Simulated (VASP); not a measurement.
# HC8 in VASP: single point with PBE+D3(BJ)

Aim: the single point of HC8 with PBE+D3(BJ).

Program: VASP 6.6.1. These are calculated values, not measurements. Logs are shortened: lines on timing, memory, paths and dates and some standing lists are left out, and cuts for length are marked.

### Step 1. The cell of the first run

The cell holds a slab with vacuum, 9 atoms: a = 2.465 Å, b = 2.465 Å, c = 46.328 Å, α = 90.00°, β = 90.00°, γ = 120.00°.

### Step 2. Single point, PBE+D3(BJ)

Contents of INCAR:

```
PREC = Accurate
ENCUT = 520
EDIFF = 1E-6
ISMEAR = 0
SIGMA = 0.1
LREAL = False
LASPH = True
NELM = 120
ALGO = Normal
ISIF = 2
LWAVE = False
LCHARG = True
LDIPOL = True
IDIPOL = 3
DIPOL = 0.5 0.5 0.513
GGA = PE
IVDW = 12
LELF = True
LVHAR = True
LVACPOTAV = True
NBANDS = 26
GGA_COMPAT = False
NELMDL = -8
```

Contents of KPOINTS:

```
regular mesh
0
Gamma
  12 12 1
```

Contents of POSCAR:

```
HC8
1.0
    2.4652678656      0.0000000000      0.0000000000
   -1.2326339328      2.1349845987      0.0000000000
    0.0000000000      0.0000000000     46.3276891475
C H
8 1
Direct
    0.0000000000      0.0000000000      0.1834861472
    0.3333333334      0.6666666667      0.1834755878
    0.0000000000      0.0000000000      0.2569717592
    0.6666666667      0.3333333333      0.2569823185
    0.3011068161      0.6022136323      0.7024568911
   -0.0322192105     -0.0644384210      0.7023992233
   -0.0341173102     -0.0682346204      0.7717542296
    0.6325425074      0.2650850148      0.7659930345
    0.9659524383      0.9319048767      0.7970721259
```

Potentials or basis: VASP PAW PBE potentials, release 64 (C, H).

Launch:

```bash
$ cat potpaw_PBE.64/C/POTCAR potpaw_PBE.64/H/POTCAR > POTCAR
$ mpirun -np 1 vasp_std > vasp.out
```

OUTCAR:

```text
PREC = Accurate
   ENCUT = 520
   EDIFF = 1E-6
   ISMEAR = 0
   LREAL = False
   LASPH = True
   NELM = 120
   ISIF = 2
   GGA = PE
   IVDW = 12
   NELMDL = -8
 IVDW          = 12

 ion  position               nearest neighbor table
   1  0.000  0.000  0.183-   2 1.42   2 1.42   2 1.42
   2  0.333  0.667  0.183-   1 1.42   1 1.42   1 1.42
   3  0.000  0.000  0.257-   4 1.42   4 1.42   4 1.42
   4  0.667  0.333  0.257-   3 1.42   3 1.42   3 1.42
   5  0.301  0.602  0.702-   6 1.42   6 1.42   6 1.42
   6  0.968  0.936  0.702-   5 1.42   5 1.42   5 1.42
   7  0.966  0.932  0.772-   9 1.17   8 1.45   8 1.45   8 1.45
   8  0.633  0.265  0.766-   7 1.45   7 1.45   7 1.45
   9  0.966  0.932  0.797-   7 1.17

  LATTYP: Found a hexagonal cell.
 ALAT       =     2.4652678656
 C/A-ratio  =    18.7921522825

  Lattice vectors:

 A1 = (   2.4652678656,   0.0000000000,   0.0000000000)
 A2 = (  -1.2326339328,   2.1349845987,   0.0000000000)
 A3 = (   0.0000000000,   0.0000000000,  46.3276891475)

Analysis of symmetry for initial positions (statically):
=====================================================================
 Subroutine PRICEL returns:
 Original cell was already a primitive cell.

 Routine SETGRP: Setting up the symmetry group for a
 hexagonal supercell.

 Subroutine GETGRP returns: Found  2 space group operations
 (whereof  2 operations were pure point group operations)
 out of a pool of 24 trial point group operations.

The static configuration has the point symmetry C_1h.

Analysis of symmetry for dynamics (positions and initial velocities):
=====================================================================
 Subroutine PRICEL returns:
 Original cell was already a primitive cell.

 Routine SETGRP: Setting up the symmetry group for a
 hexagonal supercell.

 Subroutine GETGRP returns: Found  2 space group operations
 (whereof  2 operations were pure point group operations)
 out of a pool of 24 trial point group operations.

The dynamic configuration has the point symmetry C_1h.

 Subroutine INISYM returns: Found  2 space group operations
 (whereof  2 operations are pure point group operations),
 and found     1 'primitive' translations

----------------------------------------------------------------------------------------

                                     Primitive cell

  volume of cell :     243.8369

  direct lattice vectors                    reciprocal lattice vectors
     2.465267866  0.000000000  0.000000000     0.405635434  0.234193727  0.000000000
    -1.232633933  2.134984599  0.000000000     0.000000000  0.468387454  0.000000000
     0.000000000  0.000000000 46.327689148     0.000000000  0.000000000  0.021585363

  length of vectors
     2.465267866  2.465267866 46.327689148     0.468387454  0.468387454  0.021585363

  position of ions in fractional coordinates (direct lattice)
     0.000000000  0.000000000  0.183486147
     0.333333333  0.666666667  0.183475588
     0.000000000  0.000000000  0.256971759
     0.666666667  0.333333333  0.256982319
     0.301106816  0.602213632  0.702456891
     0.967780789  0.935561579  0.702399223
     0.965882690  0.931765380  0.771754230
     0.632542507  0.265085015  0.765993034
     0.965952438  0.931904877  0.797072126

  ion indices of the primitive-cell ions
   primitive index   ion index
                 1           1
                 2           2
                 3           3
                 4           4
                 5           5
                 6           6
                 7           7
                 8           8
                 9           9

----------------------------------------------------------------------------------------

 KPOINTS: regular mesh

Automatic generation of k-mesh.
 Grid dimensions read from file:
 generate k-points for:   12   12    1

 Generating k-lattice:

  Cartesian coordinates                     Fractional coordinates (reciprocal lattice)
     0.033802953  0.019516144  0.000000000     0.083333333  0.000000000  0.000000000
     0.000000000  0.039032288  0.000000000     0.000000000  0.083333333  0.000000000
     0.000000000  0.000000000  0.021585363     0.000000000  0.000000000  1.000000000

  Length of vectors
     0.039032288  0.039032288  0.021585363

  Shift w.r.t. Gamma in fractional coordinates (k-lattice)
     0.000000000  0.000000000  0.000000000

 Subroutine IBZKPT returns following result:
 ===========================================

 Found     43 irreducible k-points:

 Following reciprocal coordinates:
            Coordinates               Weight
  0.000000  0.000000  0.000000      1.000000
  0.083333  0.000000  0.000000      4.000000
  0.000000  0.083333  0.000000      2.000000
  0.166667  0.000000  0.000000      4.000000
  0.000000  0.166667  0.000000      2.000000
  0.250000  0.000000  0.000000      4.000000
[... 16 lines left out ...]
 -0.083333  0.416667  0.000000      4.000000
 -0.416667  0.333333  0.000000      4.000000
 [... further k-points ...]
   k-points           NKPTS =     43   k-points in BZ     NKDIM =     43   number of bands    NBANDS=     26
   number of dos      NEDOS =    301   number of ions     NIONS =      9
   total plane-waves  NPLWV = 113400
   dimension x,y,z NGX =    18 NGY =   18 NGZ =  350
   dimension x,y,z NGXF=    36 NGYF=   36 NGZF=  700
   ions per type =               8   1
   NGX,Y,Z   is equivalent  to a cutoff of  12.14, 12.14, 12.56 a.u.
   NGXF,Y,Z  is equivalent  to a cutoff of  24.28, 24.28, 25.12 a.u.
 SYSTEM =  unknown system
   PREC   = accura    normal or accurate (medium, high low for compatibility)
   ISTART =      0    job   : 0-new  1-cont  2-samecut
   ICHARG =      2    charge: 1-file 2-atom 10-const
   ISPIN  =      1    spin polarized calculation?
   LNONCOLLINEAR =      F non collinear calculations
   LSORBIT =      F    spin-orbit coupling
   LASPH  =      T    aspherical Exc in radial PAW
   ENCUT  =  520.0 eV  38.22 Ry    6.18 a.u.   4.58  4.58 86.14*2*pi/ulx,y,z
   NELM   =    120;   NELMIN=  2; NELMDL= -8     # of ELM steps
   EDIFF  = 0.1E-05   stopping-criterion for ELM
   LREAL  =      F    real-space projection
   EDIFFG = 0.1E-04   stopping-criterion for IOM
   NSW    =      0    number of steps for IOM
   IBRION =     -1    ionic relax: 0-MD 1-quasi-New 2-CG
   NFREE  =      0    steps in history (QN), initial steepest desc. (CG)
   ISIF   =      2    stress and relaxation
   ISYM   =      2    0-nonsym 1-usesym 2-fastsym
   POTIM  = 0.5000    time-step for ionic-motion
   TEBEG  =    0.0;   TEEND  =   0.0 temperature during run
   PSTRESS=    0.0 pullay stress
   NELECT =      33.0000    total number of electrons
   NUPDOWN=      -1.0000    fix difference up-down
   EMIN   =  10.00;   EMAX   =-10.00  energy-range for DOS
   EFERMI =   0.00;   METHOD = LEGACY
   ISMEAR =     0;   SIGMA  =   0.10  broadening in eV -4-tet -1-fermi 0-gaus
   EFERMI_NEDOS =   21; number of points for ismear=-14 and -15
   IALGO  =     38    algorithm
   IMIX   =      4    mixing-type and parameters
     AMIX     =   0.40;   BMIX     =  1.00
     AMIX_MAG =   1.60;   BMIX_MAG =  1.00
  volume/ion in A,a.u.               =      27.09       182.83
  Fermi-wavevector in a.u.,A,eV,Ry     =   0.840517  1.588346  9.612084  0.706468
  Thomas-Fermi vector in A             =   1.954911
   LORBIT       =      0    0 simple, 1 ext, 2 COOP (PROOUT), +10 PAW based schemes
   GGA     = PE    functional components
   LHFCALC =     F    Hartree Fock is set to
   AEXX    =    0.0000 exact exchange contribution
   IVDW    =    12    specifies the selected vdW correction
   LEPSILON=     F    determine dielectric tensor
   LRPA    =     F    only Hartree local field effects (RPA)
 non-spin polarized calculation
 Gauss-broadening in eV      SIGMA  =   0.10
  energy-cutoff  :      520.00
  volume of cell :      243.84
 maximum number of plane-waves:      6646
   NGX =  9   NGY =  9   NGZ =173

 dipolmoment           0.000000      0.000000      0.019098 electrons x Angstroem

 number of electron      32.9999995 magnetization

 dipolmoment           0.000000      0.000000     -0.008529 electrons x Angstroem

 Free energy of the ion-electron system (eV)
  ---------------------------------------------------
  ext. energy  EPLUGINS =         0.00000000
  ---------------------------------------------------
  free energy    TOTEN  =       -75.20725954 eV

  energy without entropy =      -75.20166997  energy(sigma->0) =      -75.20446476

 E-fermi :  -1.5131     XC(G=0):  -3.5833

 val. band max:       -1.5174312820   @ k =   0.3333   0.3333   0.0000
 cond. band min:      -1.4947281998   @ k =   0.3333   0.3333   0.0000
 fundamental gap:      0.0227030821
 Fermi energy:        -1.5131012717

 k-point     1 :       0.0000    0.0000    0.0000
  band No.  band energies     occupation
      1     -21.7634      2.00000
      2     -21.1090      2.00000
      3     -20.9744      2.00000
      4     -20.9654      2.00000
      5     -11.9575      2.00000
      6      -9.5797      2.00000
[... 18 lines left out ...]
     25       3.5064      0.00000
     26       4.1727      0.00000

 k-point     2 :       0.0833    0.0000    0.0000
  band No.  band energies     occupation
      1     -21.5950      2.00000
      2     -20.9441      2.00000
      3     -20.8109      2.00000
      4     -20.8014      2.00000
      5     -11.7845      2.00000
      6      -9.3811      2.00000
[... 18 lines left out ...]
     25       3.7042      0.00000
     26       4.3839      0.00000

 k-point     3 :       0.0000    0.0833    0.0000
  band No.  band energies     occupation
      1     -21.5950      2.00000
      2     -20.9441      2.00000
      3     -20.8109      2.00000
      4     -20.8014      2.00000
      5     -11.7845      2.00000
      6      -9.3811      2.00000
[... 18 lines left out ...]
     25       3.7042      0.00000
     26       4.3839      0.00000

 k-point     4 :       0.1667    0.0000    0.0000
  band No.  band energies     occupation
      1     -21.0917      2.00000
      2     -20.4513      2.00000
      3     -20.3222      2.00000
      4     -20.3111      2.00000
      5     -11.2797      2.00000
      6      -8.7902      2.00000
[... 18 lines left out ...]
     25       4.3203      0.00000
     26       4.9631      0.00000

 k-point     5 :       0.0000    0.1667    0.0000
  band No.  band energies     occupation
      1     -21.0917      2.00000
      2     -20.4513      2.00000
      3     -20.3222      2.00000
      4     -20.3111      2.00000
      5     -11.2797      2.00000
      6      -8.7902      2.00000
[... 18 lines left out ...]
     25       4.3203      0.00000
     26       4.9630      0.00000

 k-point     6 :       0.2500    0.0000    0.0000
  band No.  band energies     occupation
      1     -20.2603      2.00000
      2     -19.6365      2.00000
      3     -19.5141      2.00000
      4     -19.5003      2.00000
      5     -10.5379      2.00000
      6      -9.0590      2.00000
[... 427 lines left out ...]
 k-point    21 :      -0.3333    0.2500    0.0000
  band No.  band energies     occupation
      1     -19.6033      2.00000
      2     -18.9916      2.00000
      3     -18.8745      2.00000
      4     -18.8587      2.00000
      5     -10.5299      2.00000
      6     -10.0503      2.00000
[... 18 lines left out ...]
     25       5.3076      0.00000
     26       5.8003      0.00000

 k-point    22 :       0.3333    0.0833    0.0000
  band No.  band energies     occupation
      1     -18.3196      2.00000
      2     -17.7246      2.00000
      3     -17.6180      2.00000
      4     -17.5987      2.00000
      5     -12.5414      2.00000
      6     -12.1820      2.00000
[... 18 lines left out ...]
     25       6.7234      0.00000
     26       6.9058      0.00000

 k-point    23 :      -0.0833    0.4167    0.0000
  band No.  band energies     occupation
      1     -18.3196      2.00000
      2     -17.7246      2.00000
      3     -17.6180      2.00000
      4     -17.5987      2.00000
      5     -12.5411      2.00000
      6     -12.1820      2.00000
[... 18 lines left out ...]
     25       6.7231      0.00000
     26       6.9061      0.00000

 k-point    24 :      -0.4167    0.3333    0.0000
  band No.  band energies     occupation
      1     -18.3195      2.00000
      2     -17.7246      2.00000
      3     -17.6180      2.00000
      4     -17.5987      2.00000
      5     -12.5415      2.00000
      6     -12.1820      2.00000
[... 18 lines left out ...]
     25       6.7231      0.00000
     26       6.9058      0.00000

 [... further k-points ...]

------------------------ aborting loop because EDIFF is reached ----------------------------------------

 Edisp (eV)   -1.02990

 E8    (eV) :    -0.3042

  FORCE on cell =-STRESS in cart. coord.  units (eV):
  Direction    XX          YY          ZZ          XY          YZ          ZX
  --------------------------------------------------------------------------------------
  -------------------------------------------------------------------------------------
  Total       3.03087     3.02951    -0.01139     0.00000    -0.00012     0.00000
  in kB      19.91490    19.90595    -0.07481     0.00000    -0.00078     0.00000
  external pressure =       13.25 kB  Pullay stress =        0.00 kB

 VOLUME and BASIS-vectors are now :
 -----------------------------------------------------------------------------
  energy-cutoff  :      520.00
  volume of cell :      243.84
      direct lattice vectors                 reciprocal lattice vectors
     2.465267866  0.000000000  0.000000000     0.405635434  0.234193727  0.000000000
    -1.232633933  2.134984599  0.000000000     0.000000000  0.468387454  0.000000000
     0.000000000  0.000000000 46.327689148     0.000000000  0.000000000  0.021585363

 POSITION                                       TOTAL-FORCE (eV/Angst)
 -----------------------------------------------------------------------------------
      0.00000      0.00000      8.50049        -0.000000      0.000093      0.006907
      0.00000      1.42332      8.50000        -0.000000      0.000112      0.000165
      0.00000      0.00000     11.90491        -0.000000      0.000102     -0.006757
      1.23263      0.71166     11.90540         0.000000      0.000100      0.000154
     -0.00000      1.28572     32.54320        -0.000000      0.000274     -0.008762
      1.23263      1.99741     32.54053        -0.000000     -0.000922      0.001479
      1.23263      1.98930     35.75359         0.000000     -0.001128     -0.022644
      1.23263      0.56595     35.48669        -0.000000      0.002169     -0.017196
      1.23263      1.98960     36.92651        -0.000000     -0.000798      0.046654
 -----------------------------------------------------------------------------------
    total drift:                                0.000004     -0.000906      0.002364

  FREE ENERGIE OF THE ION-ELECTRON SYSTEM (eV)
  ---------------------------------------------------
  free  energy   TOTEN  =       -76.2371619225 eV

  energy  without entropy=      -76.2315723483  energy(sigma->0) =      -76.23436714

 vacuum level on the upper side and lower side of the slab         2.444         2.748
```

It took 18 min on 1 thread of Intel Xeon 6975P-C (Granite Rapids), shared host; peak memory 0.44 GiB.

What came out:

* Free energy: -76.2372 eV
* Largest force: 0.047 eV/Å
* Band gap on the k mesh: zero (an odd number of electrons rules out a gap without spin polarisation)
* Dispersion energy per atom: -0.114 eV

Forces on the atoms (eV/Å):
```
C    0.000  0.000  0.007
C    0.000  0.000  0.000
C    0.000  0.000 -0.007
C    0.000  0.000  0.000
C    0.000  0.000 -0.009
C    0.000 -0.001  0.001
C    0.000 -0.001 -0.023
C    0.000  0.002 -0.017
H    0.000 -0.001  0.047
```
